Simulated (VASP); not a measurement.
Y: single point with PBEsol

Y, a wire with vacuum:

```
Y
1.0
     9.00000    0.00000    0.00000
     0.00000    9.30000    0.00000
     0.00000    0.00000    2.91389
Y
1
Direct
  0.50000 0.50000 0.00000
```

| Item | Value |
| --- | --- |
| Program | VASP 6.6.1 |
| Task | single point |
| Functional | PBEsol |
| Potentials or basis | VASP PAW PBE potentials, release 64 (Y_sv) |
| Cutoff | 520 eV |
| k mesh | 1 × 1 × 21 |
| Occupations | gaussian, width 0.05 eV |
| Spin | collinear spin, ferromagnetic start |
| Starting moments | [1.5] μB |

- Net moment: 0.22 μB per cell
- Site moments: Y +0.15 μB
- Valence electrons inside the program's atomic spheres: Y 9.46

Levels at points of the mesh, in eV from the Fermi level:
Spin up:
```csv
k point,band 3,band 4,band 5,band 6,band 7,band 8,band 9,band 10
"(0.00, 0.00, 0.00)",-23.58,-22.30,-2.44,-0.33,0.50,0.56,0.91,0.94
```
Spin down:
```
           k point  band 1  band 2  band 3  band 4  band 5  band 6  band 7  band 8  band 9  band 10
(0.00, 0.00, 0.00)  -43.35  -23.51  -23.51  -22.19   -2.28   -0.17    0.58    0.65    0.98     1.02
```

It took 3.9 min on 1 thread of Intel(R) Xeon(R) Platinum 8259CL CPU @ 2.50GHz (Skylake/Cascade Lake) (shared host), peak memory 0.44 GiB.
